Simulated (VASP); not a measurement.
# CaO (Immm) in VASP: a series of runs

CaO is run at these levels: LDA; tasks: single point.

Everything below comes from runs of VASP 6.6.1. Logs are shortened: lines on timing, memory, paths and dates and some standing lists are left out, and cuts for length are marked.

### 1 The cell of the first run

The structure is orthorhombic, space group Immm (No. 71). The conventional cell has a = 3.429 Å, b = 3.498 Å, c = 4.898 Å, α = 90.00°, β = 90.00°, γ = 90.00°. Within 3.2 Å of Ca (site symmetry mmm) lie 6 O at 2.45 Å. Within 3.2 Å of O (site symmetry mmm) lie 6 Ca at 2.45 Å.

### 2 Single point, LDA (strain -0.0200 x Voigt [0, 0, 0, 0, 0, 1])

Contents of INCAR:

```
SYSTEM = CaO
  ALGO = Normal
  EDIFF = 1E-7
  ENCUT = 520
  GGA = CA
  ISIF = 2
  ISMEAR = 0
  LASPH = .True.
  LCHARG = .False.
  LREAL = .False.
  LWAVE = .False.
  NBANDS = 15
  NELM = 100
  PREC = Accurate
  SIGMA = 0.05
```

Contents of KPOINTS:

```
k-points
0
Gamma
  8 8 8
  0 0 0
```

Contents of POSCAR:

```
CaO
1.0
   -0.0244900000      2.4490000000      2.4490000000
    2.4490000000     -0.0244900000      2.4490000000
    2.4245100000      2.4245100000      0.0000000000
Ca O
1 1
Direct
    0.0000000000      0.0000000000      0.0000000000
    0.5000000000      0.5000000000      0.5000000000
```

Potentials or basis: VASP PAW LDA potentials, release 64 (Ca_sv, O).

Started as:

```bash
cat potpaw_LDA.64/Ca_sv/POTCAR potpaw_LDA.64/O/POTCAR > POTCAR
mpirun -np 1 vasp_std > vasp.out
```

OUTCAR:

```text
SYSTEM = CaO
   EDIFF = 1E-7
   ENCUT = 520
   GGA = CA
   ISIF = 2
   ISMEAR = 0
   LASPH = .True.
   LREAL = .False.
   NELM = 100
   PREC = Accurate

 ion  position               nearest neighbor table
   1  0.000  0.000  0.000-   2 2.45   2 2.45   2 2.45   2 2.45   2 2.45   2 2.45
   2  0.500  0.500  0.500-   1 2.45   1 2.45   1 2.45   1 2.45   1 2.45   1 2.45

  LATTYP: Found a body centered orthorhombic cell.
 ALAT       =     3.4287749241
 B/A-ratio  =     1.0202020202
 C/A-ratio  =     1.4284985479

  Lattice vectors:

 A1 = (   0.0244900000,  -2.4490000000,  -2.4490000000)
 A2 = (  -0.0244900000,   2.4490000000,  -2.4490000000)
 A3 = (   2.4490000000,  -0.0244900000,   2.4490000000)

Analysis of symmetry for initial positions (statically):
=====================================================================
 Subroutine PRICEL returns:
 Original cell was already a primitive cell.

 Routine SETGRP: Setting up the symmetry group for a
 body centered orthorhombic supercell.

 Subroutine GETGRP returns: Found  8 space group operations
 (whereof  8 operations were pure point group operations)
 out of a pool of  8 trial point group operations.

The static configuration has the point symmetry D_2h.

Analysis of symmetry for dynamics (positions and initial velocities):
=====================================================================
 Subroutine PRICEL returns:
 Original cell was already a primitive cell.

 Routine SETGRP: Setting up the symmetry group for a
 body centered orthorhombic supercell.

 Subroutine GETGRP returns: Found  8 space group operations
 (whereof  8 operations were pure point group operations)
 out of a pool of  8 trial point group operations.

The dynamic configuration has the point symmetry D_2h.

 Subroutine INISYM returns: Found  8 space group operations
 (whereof  8 operations are pure point group operations),
 and found     1 'primitive' translations

----------------------------------------------------------------------------------------

                                     Primitive cell

  volume of cell :      29.3733

  direct lattice vectors                    reciprocal lattice vectors
    -0.024490000  2.449000000  2.449000000    -0.202143530  0.202143530  0.204164965
     2.449000000 -0.024490000  2.449000000     0.202143530 -0.202143530  0.204164965
     2.424510000  2.424510000  0.000000000     0.206227238  0.206227238 -0.204164965

  length of vectors
     3.463495598  3.463495598  3.428774924     0.351293818  0.351293818  0.356009382

  position of ions in fractional coordinates (direct lattice)
     0.000000000  0.000000000  0.000000000
[... 86 lines left out ...]
   POTIM  = 0.5000    time-step for ionic-motion
   TEBEG  =    0.0;   TEEND  =   0.0 temperature during run
   PSTRESS=    0.0 pullay stress
   NELECT =      16.0000    total number of electrons
   NUPDOWN=      -1.0000    fix difference up-down
   EMIN   =  10.00;   EMAX   =-10.00  energy-range for DOS
   EFERMI =   0.00;   METHOD = LEGACY
   ISMEAR =     0;   SIGMA  =   0.05  broadening in eV -4-tet -1-fermi 0-gaus
   EFERMI_NEDOS =   21; number of points for ismear=-14 and -15
   IALGO  =     38    algorithm
   IMIX   =      4    mixing-type and parameters
     AMIX     =   0.40;   BMIX     =  1.00
     AMIX_MAG =   1.60;   BMIX_MAG =  1.00
  volume/ion in A,a.u.               =      14.69        99.11
  Fermi-wavevector in a.u.,A,eV,Ry     =   1.336997  2.526558 24.321253  1.787562
  Thomas-Fermi vector in A             =   2.465580
   LORBIT       =      0    0 simple, 1 ext, 2 COOP (PROOUT), +10 PAW based schemes
   GGA     = CA    functional components
   LHFCALC =     F    Hartree Fock is set to
   AEXX    =    0.0000 exact exchange contribution
   IVDW    =     0    specifies the selected vdW correction
   LEPSILON=     F    determine dielectric tensor
   LRPA    =     F    only Hartree local field effects (RPA)
 non-spin polarized calculation
 Gauss-broadening in eV      SIGMA  =   0.05
  energy-cutoff  :      520.00
  volume of cell :       29.37
 maximum number of plane-waves:       811
 NGX is ok and might be reduce to    28
   NGX = 13   NGY = 13   NGZ = 13

 number of electron      16.0000004 magnetization

 Free energy of the ion-electron system (eV)
  ---------------------------------------------------
  ext. energy  EPLUGINS =         0.00000000
  ---------------------------------------------------
  free energy    TOTEN  =       -14.10206450 eV

  energy without entropy =      -14.10206450  energy(sigma->0) =      -14.10206450

 E-fermi :   2.1027     XC(G=0): -10.7551

 val. band max:        1.7331554934   @ k =   0.0000   0.0000   0.0000
 cond. band min:       5.1747100834   @ k =   0.5000   0.5000   0.0000
 fundamental gap:      3.4415545900
 Fermi energy:         2.1027449537

 k-point     1 :       0.0000    0.0000    0.0000
  band No.  band energies     occupation
      1     -35.5944      2.00000
      2     -16.6808      2.00000
      3     -16.6806      2.00000
      4     -16.6799      2.00000
      5     -13.4009      2.00000
      6       1.6661      2.00000
      7       1.6979      2.00000
      8       1.7332      2.00000
      9       5.8172      0.00000
     10       7.5735      0.00000
     11       7.6691      0.00000
     12       7.7668      0.00000
     13       9.1326      0.00000
     14       9.1335      0.00000
[... 401 lines left out ...]
      2     -17.0884      2.00000
      3     -16.7362      2.00000
      4     -16.7288      2.00000
      5     -12.9344      2.00000
      6       0.2659      2.00000
      7       1.2493      2.00000
      8       1.3473      2.00000
      9       6.9776      0.00000
     10       7.5335      0.00000
     11       8.7535      0.00000
     12       8.8531      0.00000
     13       9.7327      0.00000
     14      10.6516      0.00000
     15      17.4002      0.00000

 [... further k-points ...]
[... 5 lines left out ...]
  --------------------------------------------------------------------------------------
  -------------------------------------------------------------------------------------
  Total       -2.0522883     -2.0522883     -2.0590587      0.2805957      0.0000000      0.0000000
  in kB     -111.9427658   -111.9427658   -112.3120616     15.3051909      0.0000000      0.0000000
  external PRESSURE =    -112.0658644 kB  Pullay stress =       0.0000000 kB

 VOLUME and BASIS-vectors are now :
 -----------------------------------------------------------------------------
  energy-cutoff  :      520.00
  volume of cell :       29.37
      direct lattice vectors                 reciprocal lattice vectors
    -0.024490000  2.449000000  2.449000000    -0.202143530  0.202143530  0.204164965
     2.449000000 -0.024490000  2.449000000     0.202143530 -0.202143530  0.204164965
     2.424510000  2.424510000  0.000000000     0.206227238  0.206227238 -0.204164965

 POSITION                                       TOTAL-FORCE (eV/Angst)
 -----------------------------------------------------------------------------------
      0.00000      0.00000      0.00000        -0.000000      0.000000     -0.000000
      2.42451      2.42451      2.44900         0.000000      0.000000      0.000000
 -----------------------------------------------------------------------------------
    total drift:                                0.000000      0.000000      0.000000

  FREE ENERGIE OF THE ION-ELECTRON SYSTEM (eV)
  ---------------------------------------------------
  free  energy   TOTEN  =       -14.1020644963 eV

  energy  without entropy=      -14.1020644963  energy(sigma->0) =      -14.10206450
```

OSZICAR:

```text
N       E                     dE             d eps       ncg     rms          rms(c)
DAV:   1     0.121555615876E+03    0.12156E+03   -0.82773E+03  2850   0.107E+03
DAV:   2    -0.104058214224E+02   -0.13196E+03   -0.12274E+03  3547   0.283E+02
DAV:   3    -0.156629571544E+02   -0.52571E+01   -0.52167E+01  3509   0.584E+01
DAV:   4    -0.157996849440E+02   -0.13673E+00   -0.13667E+00  3900   0.865E+00
DAV:   5    -0.158015547915E+02   -0.18698E-02   -0.18698E-02  3401   0.909E-01    0.843E+00
DAV:   6    -0.142740438920E+02    0.15275E+01   -0.51651E+00  3160   0.213E+01    0.393E+00
DAV:   7    -0.141382127661E+02    0.13583E+00   -0.45221E-01  3179   0.672E+00    0.183E+00
DAV:   8    -0.141026456270E+02    0.35567E-01   -0.82259E-02  3557   0.299E+00    0.343E-01
DAV:   9    -0.141019526783E+02    0.69295E-03   -0.37223E-03  3188   0.471E-01    0.106E-01
DAV:  10    -0.141020888750E+02   -0.13620E-03   -0.25838E-04  3707   0.174E-01    0.533E-02
DAV:  11    -0.141020648094E+02    0.24066E-04   -0.33144E-05  3601   0.610E-02    0.648E-03
DAV:  12    -0.141020646820E+02    0.12746E-06   -0.42872E-06  3862   0.199E-02    0.488E-03
DAV:  13    -0.141020645135E+02    0.16848E-06   -0.31280E-07  3242   0.558E-03    0.115E-03
DAV:  14    -0.141020644963E+02    0.17225E-07   -0.28646E-08  2230   0.222E-03
   1 F= -.14102064E+02 E0= -.14102064E+02  d E =-.102781E-27
```

It took 33 s on 1 thread of Intel Xeon Platinum 8124M at 3.00GHz (Skylake/Cascade Lake), shared host; peak memory 0.17 GiB.

Results:

```yaml
Free_energy: -14.1021 eV
Pressure: -11.2 GPa
Band_gap_on_the_k_mesh: 3.44 eV, indirect (least direct gap 3.81 eV)
```

Caveat: the cell differs from its parent crystal (strain -0.0200 x Voigt [0, 0, 0, 0, 0, 1]).

### 3 Single point, LDA (strain +0.0150 x Voigt [0, 0, 0, 0, 0, 1])

Contents of INCAR:

```
SYSTEM = CaO
PREC = Accurate
ENCUT = 520
EDIFF = 1E-7
ISMEAR = 0
SIGMA = 0.05
LREAL = .FALSE.
LASPH = .TRUE.
NELM = 80
ALGO = Normal
ISIF = 2
LWAVE = .FALSE.
LCHARG = .FALSE.
GGA = CA
NBANDS = 15
```

Contents of KPOINTS:

```
regular mesh
0
G
  8 8 8
  0 0 0
```

Contents of POSCAR:

```
CaO
1.0
    0.0183675000      2.4490000000      2.4490000000
    2.4490000000      0.0183675000      2.4490000000
    2.4673675000      2.4673675000      0.0000000000
Ca O
1 1
Direct
    0.0000000000      0.0000000000      0.0000000000
    0.5000000000      0.5000000000      0.5000000000
```

Potentials or basis: VASP PAW LDA potentials, release 64 (Ca_sv, O).

Started as:

```bash
cat potpaw_LDA.64/Ca_sv/POTCAR potpaw_LDA.64/O/POTCAR > POTCAR
mpirun -np 1 vasp_std > vasp.out
```

It took 33 s on 1 thread of Intel Xeon Platinum 8124M at 3.00GHz (Skylake/Cascade Lake), shared host; peak memory 0.17 GiB.

The run converged. Its results:

| Item | Value |
| --- | --- |
| Free energy | -14.1032 eV |
| Pressure | -11.2 GPa |
| Band gap on the k mesh | 3.45 eV, indirect (least direct gap 3.83 eV) |

Stress tensor (GPa, compression positive):
```
-11.20  -1.15   0.00
 -1.15 -11.20   0.00
  0.00   0.00 -11.22
```

Levels at points of the mesh, in eV from the valence-band top:
| k point | band 4 | band 5 | band 6 | band 7 | band 8 | band 9 | band 10 | band 11 | band 12 | band 13 |
| --- | --- | --- | --- | --- | --- | --- | --- | --- | --- | --- |
| (0.00, 0.00, 0.00) | -18.40 | -15.12 | -0.05 | -0.03 | 0.00 | 4.09 | 5.87 | 5.95 | 6.02 | 7.41 |
| (0.50, 0.00, 0.00) | -18.45 | -14.09 | -2.60 | -1.20 | -1.15 | 6.68 | 7.87 | 7.95 | 8.05 | 9.95 |
| (0.50, 0.50, 0.00) | -18.60 | -14.87 | -1.36 | -0.45 | -0.38 | 3.45 | 7.57 | 8.53 | 9.13 | 9.14 |
| (0.00, 0.00, 0.50) | -18.45 | -14.09 | -2.61 | -1.15 | -1.10 | 6.65 | 7.87 | 7.90 | 8.00 | 9.93 |
| (0.50, 0.00, 0.50) | -18.60 | -14.87 | -1.36 | -0.41 | -0.41 | 3.45 | 7.57 | 8.53 | 9.13 | 9.13 |

Caveat: the cell differs from its parent crystal (strain +0.0150 x Voigt [0, 0, 0, 0, 0, 1]). A k mesh can miss the band edges.

### 4 Single point, LDA (strain -0.0100 x Voigt [0, 0, 0, 0, 0, 1])

Contents of INCAR:

```
PREC = Accurate
ENCUT = 520
EDIFF = 1E-7
ISMEAR = 0
SIGMA = 0.05
LREAL = False
LASPH = True
NELM = 60
ALGO = Normal
ISIF = 2
LWAVE = False
LCHARG = False
GGA = CA
NBANDS = 15
```

Contents of KPOINTS:

```
regular mesh
0
Gamma
  8 8 8
```

Contents of POSCAR:

```
CaO
1.0
   -0.0122450000      2.4490000000      2.4490000000
    2.4490000000     -0.0122450000      2.4490000000
    2.4367550000      2.4367550000      0.0000000000
Ca O
1 1
Direct
    0.0000000000      0.0000000000      0.0000000000
    0.5000000000      0.5000000000      0.5000000000
```

Started as:

```bash
cat potpaw_LDA.64/Ca_sv/POTCAR potpaw_LDA.64/O/POTCAR > POTCAR
mpirun -np 1 vasp_std > vasp.out
```

Wall time 32 s (1 thread of Intel Xeon Platinum 8124M at 3.00GHz (Skylake/Cascade Lake), shared host); peak memory 0.17 GiB.

Results (log left out):

```yaml
Free_energy: -14.1040 eV
Pressure: -11.2 GPa
Band_gap_on_the_k_mesh: 3.46 eV, indirect (least direct gap 3.84 eV)
```

Stress tensor (GPa, compression positive):
```
-11.20   0.76   0.00
  0.76 -11.20   0.00
  0.00   0.00 -11.21
```

Levels at points of the mesh, in eV from the valence-band top:
```tsv
k point	band 5	band 6	band 7	band 8	band 9	band 10	band 11	band 12
(0.00, 0.00, 0.00)	-15.12	-0.03	-0.02	0.00	4.10	5.91	5.95	6.00
(0.50, 0.00, 0.00)	-14.08	-2.60	-1.14	-1.11	6.67	7.88	7.94	8.00
(0.50, 0.50, 0.00)	-14.87	-1.35	-0.43	-0.38	3.46	7.58	8.54	9.14
(0.00, 0.00, 0.50)	-14.08	-2.59	-1.17	-1.14	6.69	7.88	7.97	8.04
(0.50, 0.00, 0.50)	-14.87	-1.35	-0.40	-0.40	3.46	7.58	8.54	9.14
```

Caveat: the cell differs from its parent crystal (strain -0.0100 x Voigt [0, 0, 0, 0, 0, 1]). A k mesh can miss the band edges.

### 5 Single point, LDA (strain +0.0050 x Voigt [0, 0, 0, 0, 0, 1])

Contents of INCAR:

```
SYSTEM = CaO
  PREC = Accurate
  ENCUT = 520
  EDIFF = 1E-6
  ISMEAR = 0
  SIGMA = 0.05
  LREAL = .False.
  LASPH = .True.
  NELM = 60
  ALGO = Normal
  ISIF = 2
  LWAVE = .False.
  LCHARG = .False.
  GGA = CA
  NBANDS = 15
```

Contents of KPOINTS:

```
regular mesh
0
Gamma
  8 8 8
  0 0 0
```

Contents of POSCAR:

```
CaO
1.0
    0.0061225000      2.4490000000      2.4490000000
    2.4490000000      0.0061225000      2.4490000000
    2.4551225000      2.4551225000      0.0000000000
Ca O
1 1
Direct
    0.0000000000      0.0000000000      0.0000000000
    0.5000000000      0.5000000000      0.5000000000
```

Started as:

```bash
cat potpaw_LDA.64/Ca_sv/POTCAR potpaw_LDA.64/O/POTCAR > POTCAR
mpirun -np 1 vasp_std > vasp.out
```

It took 28 s on 1 thread of Intel Xeon Platinum 8124M at 3.00GHz (Skylake/Cascade Lake), shared host; peak memory 0.17 GiB.

It converged, with:

- Free energy: -14.1045 eV
- Pressure: -11.2 GPa
- Band gap on the k mesh: 3.47 eV, indirect (least direct gap 3.85 eV)

Stress tensor (GPa, compression positive):
```
-11.19  -0.38   0.00
 -0.38 -11.19   0.00
  0.00   0.00 -11.19
```

Levels at points of the mesh, in eV from the valence-band top:
```
           k point  band 4  band 5  band 6  band 7  band 8  band 9  band 10  band 11  band 12  band 13
(0.00, 0.00, 0.00)  -18.39  -15.11   -0.02   -0.01    0.00    4.11     5.94     5.96     5.99     7.42
(0.50, 0.00, 0.00)  -18.44  -14.07   -2.58   -1.15   -1.13    6.69     7.88     7.99     8.02     9.96
(0.50, 0.50, 0.00)  -18.58  -14.86   -1.34   -0.41   -0.38    3.47     7.59     8.55     9.15     9.15
(0.00, 0.00, 0.50)  -18.43  -14.07   -2.59   -1.13   -1.11    6.68     7.89     7.97     8.00     9.95
(0.50, 0.00, 0.50)  -18.59  -14.86   -1.34   -0.39   -0.39    3.47     7.59     8.55     9.15     9.15
```

Caveat: the cell differs from its parent crystal (strain +0.0050 x Voigt [0, 0, 0, 0, 0, 1]). A k mesh can miss the band edges.

### 6 Single point, LDA (strain +0.0175 x Voigt [0, 0, 0, 0, 0, 1])

Contents of INCAR:

```
ALGO = Normal ; EDIFF = 1E-6
ENCUT = 520 ; GGA = CA
ISIF = 2 ; ISMEAR = 0
LASPH = T ; LCHARG = F
LREAL = F ; LWAVE = F
NBANDS = 15 ; NELM = 100
PREC = Accurate ; SIGMA = 0.05
```

Contents of KPOINTS:

```
k-points
0
Gamma
  8 8 8
```

Contents of POSCAR:

```
CaO
1.0
    0.0214287500      2.4490000000      2.4490000000
    2.4490000000      0.0214287500      2.4490000000
    2.4704287500      2.4704287500      0.0000000000
Ca O
1 1
Direct
    0.0000000000      0.0000000000      0.0000000000
    0.5000000000      0.5000000000      0.5000000000
```

Potentials or basis: VASP PAW LDA potentials, release 64 (Ca_sv, O).

Started as:

```bash
cat potpaw_LDA.64/Ca_sv/POTCAR potpaw_LDA.64/O/POTCAR > POTCAR
mpirun -np 1 vasp_std > vasp.out
```

Run time: 30 s. Hardware: 1 thread of Intel Xeon Platinum 8124M at 3.00GHz (Skylake/Cascade Lake), shared host; peak memory 0.17 GiB.

It converged, with:

```yaml
Free_energy: -14.1027 eV
Pressure: -11.2 GPa
Band_gap_on_the_k_mesh: 3.45 eV, indirect (least direct gap 3.82 eV)
```

Stress tensor (GPa, compression positive):
```
-11.18  -1.34   0.00
 -1.34 -11.18   0.00
  0.00   0.00 -11.21
```

Levels at points of the mesh, in eV from the valence-band top:
```csv
k point,band 6,band 7,band 8,band 9,band 10,band 11
"(0.00, 0.00, 0.00)",-0.06,-0.03,0.00,4.09,5.86,5.94
"(0.50, 0.00, 0.00)",-2.60,-1.21,-1.15,6.68,7.86,7.95
"(0.50, 0.50, 0.00)",-1.36,-0.46,-0.37,3.45,7.57,8.52
"(0.00, 0.00, 0.50)",-2.61,-1.16,-1.09,6.64,7.87,7.89
"(0.50, 0.00, 0.50)",-1.36,-0.42,-0.42,3.45,7.56,8.52
```

Caveat: the cell differs from its parent crystal (strain +0.0175 x Voigt [0, 0, 0, 0, 0, 1]).

### 7 Summary

```csv
cell,gap on the mesh (eV),pressure (GPa)
"a = 3.463, b = 3.463, c = 3.429 Å, angles 60.3, 60.3, 60.7°, 2 atoms",3.44,-11.2
"a = 3.463, b = 3.463, c = 3.489 Å, angles 59.8, 59.8, 59.5°, 2 atoms",3.45,-11.2
"a = 3.463, b = 3.463, c = 3.446 Å, angles 60.2, 60.2, 60.3°, 2 atoms",3.46,-11.2
"a = 3.463, b = 3.463, c = 3.472 Å, angles 59.9, 59.9, 59.8°, 2 atoms",3.47,-11.2
"a = 3.463, b = 3.463, c = 3.494 Å, angles 59.7, 59.7, 59.4°, 2 atoms",3.45,-11.2
```

Alike in all rows: task single point; level LDA; potentials or basis VASP PAW LDA potentials, release 64 (Ca_sv, O); no spin polarisation; k mesh 8 × 8 × 8; cutoff (eV) 520; smearing gaussian 0.05 eV.

Absolute energies hang on the potentials; compare differences alone.
